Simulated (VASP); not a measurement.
A run of VASP 6.6.1 is set up as follows.

INCAR

```
  PREC = Accurate
  ENCUT = 520
  EDIFF = 1E-7
  ISMEAR = -1
  SIGMA = 0.1
  LREAL = False
  LASPH = True
  NELM = 80
  ALGO = Normal
  ISIF = 2
  LWAVE = False
  LCHARG = True
  GGA = PE
  LELF = True
  LVHAR = True
  NBANDS = 15
```

Contents of KPOINTS:

```
Automatic mesh
0
Gamma
  16 16 16
```

Contents of POSCAR:

```
TaN
1.0
    0.0000000000      2.0546111331      2.0546111331
    2.0546111331      0.0000000000      2.0546111331
    2.0546111331      2.0546111331      0.0000000000
Ta N
1 1
Direct
    0.0000000000      0.0000000000      0.0000000000
    0.2500000000      0.2500000000      0.2500000000
```

Potentials or basis: VASP PAW PBE potentials, release 64 (Ta_pv, N).

Run with:

```sh
$ cat potpaw_PBE.64/Ta_pv/POTCAR potpaw_PBE.64/N/POTCAR > POTCAR
$ mpirun -np 1 vasp_std > vasp.out
```

Problem. Estimate the pressure.

Solution. 270.4 GPa.

Problem. Predict the band gap on the k mesh.

Solution. Zero (band 8 reaches 12.74 eV, above the bottom of band 9 at 11.36 eV).

Caveat: spin-orbit coupling is left out, which moves the levels of the heavy elements.
